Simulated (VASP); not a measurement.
# Mn (Im-3m) in VASP: single point with LDA

Aim: the single point of Mn with LDA.

Everything below comes from runs of VASP 6.6.1. Logs are shortened: lines on timing, memory, paths and dates and some standing lists are left out, and cuts for length are marked.

## Step 1: The cell of the first run

It takes space group Im-3m (No. 229, cubic). The conventional cell has a = 2.832 Å, b = 2.832 Å, c = 2.832 Å, α = 90.00°, β = 90.00°, γ = 90.00°. Mn (site symmetry m-3m) has 14 Mn at 2.45 to 2.83 Å within 3.2 Å.

## Step 2: Single point, LDA, non-collinear spin, typed start

Contents of INCAR:

```
SYSTEM = Mn
PREC = Accurate
ENCUT = 520
EDIFF = 1E-7
ISMEAR = 0
SIGMA = 0.05
LREAL = .FALSE.
LASPH = .TRUE.
NELM = 150
ALGO = Normal
ISIF = 2
LWAVE = .FALSE.
LCHARG = .FALSE.
LNONCOLLINEAR = .TRUE.
MAGMOM = 0.109 1.216 -1.034 0.497 -1.315 2.305 -1.895 0.98 -1.814 0.835 -1.851 -1.081
LORBIT = 11
LMAXMIX = 4
GGA = CA
NBANDS = 66
```

Contents of KPOINTS:

```
regular mesh
0
G
  3 3 2
  0 0 0
```

Contents of POSCAR:

```
Mn
1.0
    2.8323240000      0.0000000000      0.0000000000
    0.0000000000      2.8323240000      0.0000000000
    0.0000000000      0.0000000000      5.6645482000
Mn
4
Direct
    0.0000000000      0.0000000000      0.0000000000
    0.5000000000      0.5000000000      0.2500000000
    0.0000000000      0.0000000000      0.5000000000
    0.5000000000      0.5000000000      0.7500000000
```

Potentials or basis: VASP PAW LDA potentials, release 64 (Mn_pv).

On the command line:

```
> cat potpaw_LDA.64/Mn_pv/POTCAR > POTCAR
> mpirun -np 1 vasp_ncl > vasp.out
```

OUTCAR:

```text
SYSTEM = Mn
   PREC = Accurate
   ENCUT = 520
   EDIFF = 1E-7
   ISMEAR = 0
   LREAL = .FALSE.
   LASPH = .TRUE.
   NELM = 150
   ISIF = 2
   LNONCOLLINEAR = .TRUE.
   LORBIT = 11
   GGA = CA

 ion  position               nearest neighbor table
   1  0.000  0.000  0.000-   2 2.45   4 2.45   2 2.45   4 2.45   2 2.45   4 2.45   2 2.45   4 2.45
                             3 2.83   3 2.83
   2  0.500  0.500  0.250-   1 2.45   3 2.45   1 2.45   3 2.45   1 2.45   3 2.45   1 2.45   3 2.45
                             4 2.83   4 2.83
   3  0.000  0.000  0.500-   2 2.45   4 2.45   2 2.45   4 2.45   2 2.45   4 2.45   2 2.45   4 2.45
                             1 2.83   1 2.83
   4  0.500  0.500  0.750-   1 2.45   3 2.45   1 2.45   3 2.45   1 2.45   3 2.45   1 2.45   3 2.45
                             2 2.83   2 2.83

  LATTYP: Found a simple tetragonal cell.
 ALAT       =     2.8323240000
 C/A-ratio  =     1.9999647639

  Lattice vectors:

 A1 = (   2.8323240000,   0.0000000000,   0.0000000000)
 A2 = (   0.0000000000,   2.8323240000,   0.0000000000)
 A3 = (   0.0000000000,   0.0000000000,   5.6645482000)

Analysis of symmetry for initial positions (statically):
=====================================================================
 Subroutine PRICEL returns following result:

  LATTYP: Found a body centered tetragonal cell.
 ALAT       =     2.8323240000
 C/A-ratio  =     0.9999823820

  Lattice vectors:

 A1 = (  -1.4161620000,  -1.4161620000,  -1.4161370500)
 A2 = (   1.4161620000,   1.4161620000,  -1.4161370500)
 A3 = (   1.4161620000,  -1.4161620000,   1.4161370500)

   4 primitive cells build up your supercell.

 Routine SETGRP: Setting up the symmetry group for a
 simple tetragonal supercell.

 Subroutine GETGRP returns: Found 16 space group operations
 (whereof 16 operations were pure point group operations)
 out of a pool of 16 trial point group operations.

The static configuration has the point symmetry D_4h.

Analysis of symmetry for dynamics (positions and initial velocities):
=====================================================================
 Subroutine PRICEL returns following result:

  LATTYP: Found a body centered tetragonal cell.
 ALAT       =     2.8323240000
 C/A-ratio  =     0.9999823820

  Lattice vectors:

 A1 = (  -1.4161620000,  -1.4161620000,  -1.4161370500)
 A2 = (   1.4161620000,   1.4161620000,  -1.4161370500)
[... 160 lines left out ...]
 number of electron      52.0000055 magnetization      -0.0791259     -0.3766584     -0.0401396

 number of electron      52.0000054 magnetization      -0.3363917     -0.7674297      0.2202379

 Free energy of the ion-electron system (eV)
  ---------------------------------------------------
  ext. energy  EPLUGINS =         0.00000000
  ---------------------------------------------------
  free energy    TOTEN  =       -39.83543604 eV

  energy without entropy =      -39.82561308  energy(sigma->0) =      -39.83052456

 E-fermi :   9.7950     XC(G=0): -14.0409

 val. band max:        9.7822494027   @ k =   0.0000   0.3333   0.0000
 cond. band min:       9.8291590042   @ k =   0.3333  -0.3333   0.0000
 fundamental gap:      0.0469096014
 Fermi energy:         9.7950196920

 k-point     1 :       0.0000    0.0000    0.0000
  band No.  band energies     occupation
      1     -38.3896      1.00000
      2     -38.3449      1.00000
      3     -38.3449      1.00000
      4     -38.2749      1.00000
      5     -38.2748      1.00000
      6     -38.1543      1.00000
[... 1195 lines left out ...]
     63      10.6335      0.00000
     64      10.6335      0.00000
 [bands above 64 left out]

------------------------ aborting loop because EDIFF is reached ----------------------------------------

  FORCE on cell =-STRESS in cart. coord.  units (eV):
  Direction    XX          YY          ZZ          XY          YZ          ZX
  --------------------------------------------------------------------------------------
  -------------------------------------------------------------------------------------
  Total       -9.1532281     -9.1532306     -7.2079137     -0.0000016      0.0000006     -0.0000005
  in kB     -322.7258282   -322.7259185   -254.1376564     -0.0000576      0.0000223     -0.0000192
  external PRESSURE =    -299.8631344 kB  Pullay stress =       0.0000000 kB

 VOLUME and BASIS-vectors are now :
 -----------------------------------------------------------------------------
  energy-cutoff  :      520.00
  volume of cell :       45.44
      direct lattice vectors                 reciprocal lattice vectors
     2.832324000  0.000000000  0.000000000     0.353066951  0.000000000  0.000000000
     0.000000000  2.832324000  0.000000000     0.000000000  0.353066951  0.000000000
     0.000000000  0.000000000  5.664548200     0.000000000  0.000000000  0.176536586

 POSITION                                       TOTAL-FORCE (eV/Angst)
 -----------------------------------------------------------------------------------
      0.00000      0.00000      0.00000         0.000000      0.000000     -0.000004
      1.41616      1.41616      1.41614        -0.000000      0.000001     -0.000030
      0.00000      0.00000      2.83227         0.000001     -0.000001      0.000026
      1.41616      1.41616      4.24841        -0.000001     -0.000000      0.000008
 -----------------------------------------------------------------------------------
    total drift:                                0.000001      0.000000      0.000008

  FREE ENERGIE OF THE ION-ELECTRON SYSTEM (eV)
  ---------------------------------------------------
  free  energy   TOTEN  =       -39.8354360431 eV

  energy  without entropy=      -39.8256130824  energy(sigma->0) =      -39.83052456

 total charge

# of ion       s       p       d       tot
------------------------------------------
    1        0.406   6.367   5.105  11.878
    2        0.406   6.367   5.105  11.878
    3        0.406   6.367   5.105  11.879
    4        0.406   6.367   5.105  11.879
--------------------------------------------------
tot          1.623  25.469  20.422  47.514

 magnetization (x)

# of ion       s       p       d       tot
------------------------------------------
    1        0.000   0.001  -0.086  -0.084
    2        0.000   0.001  -0.085  -0.083
    3        0.000   0.001  -0.086  -0.085
    4        0.000   0.001  -0.085  -0.083
--------------------------------------------------
tot          0.002   0.005  -0.342  -0.335

 magnetization (y)

# of ion       s       p       d       tot
------------------------------------------
    1        0.001   0.003  -0.195  -0.191
    2        0.001   0.003  -0.195  -0.191
    3        0.001   0.003  -0.194  -0.191
    4        0.001   0.003  -0.195  -0.191
--------------------------------------------------
tot          0.004   0.011  -0.780  -0.765

 magnetization (z)

# of ion       s       p       d       tot
------------------------------------------
    1       -0.000  -0.001   0.056   0.054
    2       -0.000  -0.001   0.056   0.055
    3       -0.000  -0.001   0.056   0.055
    4       -0.000  -0.001   0.057   0.056
--------------------------------------------------
tot         -0.001  -0.003   0.224   0.219
```

OSZICAR:

```text
N       E                     dE             d eps       ncg     rms          rms(c)
DAV:   1     0.720836555599E+03    0.72084E+03   -0.28555E+04  2464   0.221E+03
DAV:   2     0.183465510757E+02   -0.70249E+03   -0.68202E+03  2376   0.644E+02
DAV:   3    -0.427688248100E+02   -0.61115E+02   -0.57165E+02  2666   0.203E+02
DAV:   4    -0.454632232970E+02   -0.26944E+01   -0.25240E+01  3032   0.393E+01
[... 23 lines left out ...]
DAV:  28    -0.398354326769E+02   -0.32723E-05   -0.25652E-05  3176   0.622E-02    0.667E-03
DAV:  29    -0.398354348123E+02   -0.21354E-05   -0.25693E-05  3144   0.636E-02    0.400E-03
DAV:  30    -0.398354357211E+02   -0.90881E-06   -0.19990E-05  3158   0.555E-02    0.160E-03
DAV:  31    -0.398354360003E+02   -0.27927E-06   -0.26688E-06  2768   0.152E-02    0.124E-03
DAV:  32    -0.398354360431E+02   -0.42774E-07   -0.15261E-07  1604   0.394E-03
   1 F= -.39835436E+02 E0= -.39830525E+02  d E =-.982296E-02  mag=    -0.3364    -0.7673     0.2203
```

Run time: 4.1 min. Hardware: 1 thread of Intel Xeon Platinum 8259CL at 2.50GHz (Skylake/Cascade Lake), shared host; peak memory 0.26 GiB.

What came out:

```yaml
Free_energy: -39.8354 eV
Pressure: -30.0 GPa
Band_gap_on_the_k_mesh: zero (band 52 reaches 10.05 eV, above the bottom of band 53 at 9.65 eV)
Net_moment: 0.87 μB per cell
Valence_electrons_inside_the_program's_atomic_spheres: Mn 11.88
```

Levels at points of the mesh, in eV from the Fermi level:
| k point | band 50 | band 51 | band 52 | band 53 | band 54 | band 55 | band 56 | band 57 |
| --- | --- | --- | --- | --- | --- | --- | --- | --- |
| (0.00, 0.00, 0.00) | -0.91 | -0.91 | -0.91 | -0.13 | -0.13 | 0.05 | 0.05 | 0.14 |
| (0.00, 0.00, 0.50) | -0.55 | -0.35 | -0.35 | 0.27 | 0.27 | 0.27 | 0.27 | 0.41 |

Moments on the atoms (μB; x, y, z):
```
Mn  -0.08 -0.19  0.05
Mn  -0.08 -0.19  0.06
Mn  -0.09 -0.19  0.06
Mn  -0.08 -0.19  0.06
```

Caveat: the k points lie up to 0.74 Å⁻¹ apart.
